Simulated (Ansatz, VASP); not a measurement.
## Two plane-wave programs on Rb

```
CELL_PARAMETERS angstrom
4.54801 0.00000 0.00000
0.00000 4.54801 0.00000
0.00000 0.00000 4.54801
ATOMIC_POSITIONS crystal
Rb 0.00000 0.00000 0.00000
```

Alike in both runs: functional PBEsol; k mesh 7 × 7 × 7; occupations fermi-dirac, width 0.1 eV; no spin polarisation.

Ansatz relaxed the structure, and its values are those at the end. VASP's run is a single point on that final structure, the one shown.

|  | VASP | Ansatz |
| --- | --- | --- |
| version | VASP 6.6.1 | Ansatz 0.2.0 |
| potentials or method | VASP PAW PBE potentials, release 64 (Rb_sv), cutoff 520 eV | plane waves (420 eV) with PAW, scalar-relativistic |
| valence electrons in the cell | 9 | 9 |

|  | VASP | Ansatz | Ansatz less VASP |
| --- | --- | --- | --- |
| pressure (GPa) | 0.0 | 0.0 | 0.00 |

VASP's potentials were made for PBE, not for PBEsol, and Ansatz warns of the same on its side.
